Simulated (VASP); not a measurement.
# WC (Qusongite) (P-6m2) in VASP: further runs, part 2 of 2

VASP 6.6.1.

### 3 Single point, PBE+D3(BJ)

The input, INCAR:

```
PREC = Accurate
ENCUT = 520
EDIFF = 1E-7
ISMEAR = 0
SIGMA = 0.3
LREAL = F
LASPH = T
NELM = 100
ALGO = Normal
ISIF = 2
LWAVE = F
LCHARG = F
GGA = PE
IVDW = 12
NBANDS = 16
```

The input, KPOINTS:

```
regular mesh
0
Gamma
  10 10 9
```

The input, POSCAR:

```
WC
1.0
    2.9065000000      0.0000000000      0.0000000000
   -1.4532500000      2.5171030000      0.0000000000
    0.0000000000      0.0000000000      2.8366000000
W C
1 1
Direct
    0.0000000000      0.0000000000      0.0000000000
    0.6666666667      0.3333333333      0.5000000000
```

Potentials or basis: VASP PAW PBE potentials, release 64 (W_sv, C).

On the command line:

```bash
cat potpaw_PBE.64/W_sv/POTCAR potpaw_PBE.64/C/POTCAR > POTCAR
mpirun -np 1 vasp_std > vasp.out
```

OUTCAR:

```text
PREC = Accurate
   ENCUT = 520
   EDIFF = 1E-7
   ISMEAR = 0
   LREAL = F
   LASPH = T
   NELM = 100
   ISIF = 2
   GGA = PE
   IVDW = 12
 IVDW          = 12

 ion  position               nearest neighbor table
   1  0.000  0.000  0.000-   2 2.20   2 2.20   2 2.20   2 2.20   2 2.20   2 2.20
   2  0.667  0.333  0.500-   1 2.20   1 2.20   1 2.20   1 2.20   1 2.20   1 2.20

  LATTYP: Found a hexagonal cell.
 ALAT       =     2.9065000000
 C/A-ratio  =     0.9759504559

  Lattice vectors:

 A1 = (   2.9065000000,   0.0000000000,   0.0000000000)
 A2 = (  -1.4532500000,   2.5171030000,   0.0000000000)
 A3 = (   0.0000000000,   0.0000000000,   2.8366000000)

Analysis of symmetry for initial positions (statically):
=====================================================================
 Subroutine PRICEL returns:
 Original cell was already a primitive cell.

 Routine SETGRP: Setting up the symmetry group for a
 hexagonal supercell.

 Subroutine GETGRP returns: Found 12 space group operations
 (whereof 12 operations were pure point group operations)
 out of a pool of 24 trial point group operations.

The static configuration has the point symmetry D_3h.
[... 161 lines left out ...]

 E-fermi :  11.1001     XC(G=0): -13.8000

 val. band max:       11.0919889390   @ k =   0.1000   0.0000   0.3333
 cond. band min:      11.1039277020   @ k =   0.4000   0.2000   0.0000
 fundamental gap:      0.0119387630
 Fermi energy:        11.1000518617

 k-point     1 :       0.0000    0.0000    0.0000
  band No.  band energies     occupation
      1     -62.9224      2.00000
      2     -26.9052      2.00000
      3     -26.8005      2.00000
      4     -26.8005      2.00000
      5      -3.3733      2.00000
      6       6.7665      2.00000
[... 433 lines left out ...]
      3     -27.0268      2.00000
      4     -26.8770      2.00000
      5       0.0623      2.00000
      6       4.1830      2.00000
[... 8 lines left out ...]
     15      24.4784      0.00000
     16      28.5268      0.00000

 [... further k-points ...]

------------------------ aborting loop because EDIFF is reached ----------------------------------------

 Edisp (eV)   -0.92363

 E8    (eV) :    -0.4234

  FORCE on cell =-STRESS in cart. coord.  units (eV):
  Direction    XX          YY          ZZ          XY          YZ          ZX
  --------------------------------------------------------------------------------------
  -------------------------------------------------------------------------------------
  Total      -0.05752    -0.05752    -0.12101     0.00000     0.00000     0.00000
  in kB      -4.44117    -4.44117    -9.34258     0.00000     0.00000     0.00000
  external pressure =       -6.07 kB  Pullay stress =        0.00 kB

 VOLUME and BASIS-vectors are now :
 -----------------------------------------------------------------------------
  energy-cutoff  :      520.00
  volume of cell :       20.75
      direct lattice vectors                 reciprocal lattice vectors
     2.906500000  0.000000000  0.000000000     0.344056425  0.198641057  0.000000000
    -1.453250000  2.517103000  0.000000000     0.000000000  0.397282114  0.000000000
     0.000000000  0.000000000  2.836600000     0.000000000  0.000000000  0.352534725

 POSITION                                       TOTAL-FORCE (eV/Angst)
 -----------------------------------------------------------------------------------
      0.00000      0.00000      0.00000         0.000000     -0.000000      0.000000
      1.45325      0.83903      1.41830        -0.000000      0.000000      0.000000
 -----------------------------------------------------------------------------------
    total drift:                                0.000000      0.000001      0.000000

  FREE ENERGIE OF THE ION-ELECTRON SYSTEM (eV)
  ---------------------------------------------------
  free  energy   TOTEN  =       -23.3740975412 eV

  energy  without entropy=      -23.3639835332  energy(sigma->0) =      -23.36904054
```

OSZICAR:

```text
N       E                     dE             d eps       ncg     rms          rms(c)
DAV:   1     0.110610760560E+03    0.11061E+03   -0.93962E+03  2256   0.124E+03
DAV:   2    -0.222262816423E+02   -0.13284E+03   -0.12798E+03  2696   0.337E+02
DAV:   3    -0.255014483588E+02   -0.32752E+01   -0.32624E+01  2496   0.503E+01
DAV:   4    -0.255185059810E+02   -0.17058E-01   -0.17057E-01  2888   0.412E+00
DAV:   5    -0.255186339675E+02   -0.12799E-03   -0.12799E-03  2480   0.337E-01    0.324E+01
DAV:   6    -0.225329870635E+02    0.29856E+01   -0.57218E+00  2712   0.258E+01    0.856E+00
DAV:   7    -0.224784410724E+02    0.54546E-01   -0.42916E-01  2352   0.502E+00    0.625E+00
DAV:   8    -0.224517153560E+02    0.26726E-01   -0.62799E-02  2440   0.214E+00    0.108E+00
DAV:   9    -0.224505282232E+02    0.11871E-02   -0.30452E-03  2448   0.426E-01    0.120E-01
DAV:  10    -0.224504707260E+02    0.57497E-04   -0.29476E-04  2656   0.195E-01    0.644E-02
DAV:  11    -0.224504693618E+02    0.13642E-05   -0.14564E-05  2576   0.340E-02    0.107E-02
DAV:  12    -0.224504683702E+02    0.99158E-06   -0.31200E-06  2456   0.158E-02    0.149E-03
DAV:  13    -0.224504683118E+02    0.58465E-07   -0.11197E-07  2392   0.280E-03
   1 F= -.23374098E+02 E0= -.23369041E+02  d E =-.101140E-01
```

stdout:

```text
POSCAR found type information on POSCAR W C
 POSCAR found :  2 types and       2 ions
 scaLAPACK will be used
 LDA part: xc-table for (Slater+PW92), standard interpolation
 POSCAR, INCAR and KPOINTS ok, starting setup
 FFT: planning ... GRIDC
 FFT: planning ... GRID_SOFT
 FFT: planning ... GRID
 WAVECAR not read
 entering main loop
```

Run time: 26 s. Hardware: 1 thread of Intel Xeon 8259CL, shared host; peak memory 0.17 GiB.

Results:

```yaml
Free_energy: -23.3741 eV
Pressure: -0.6 GPa
Band_gap_on_the_k_mesh: zero (band 9 reaches 11.73 eV, above the bottom of band 10 at 10.54 eV)
Dispersion_energy_per_atom: -0.462 eV
```

Levels at points of the mesh, in eV from the Fermi level:
```csv
k point,band 7,band 8,band 9,band 10,band 11,band 12
"(0.00, 0.00, 0.00)",-3.35,-3.35,0.06,3.21,3.21,5.60
"(0.50, 0.00, 0.00)",-3.64,-3.59,-0.49,2.32,4.51,4.87
```

Caveat: three body term missing; spin-orbit coupling is left out, which moves the levels of the heavy elements; pairwise dispersion overbinds metals, which lowers pressure and volume.
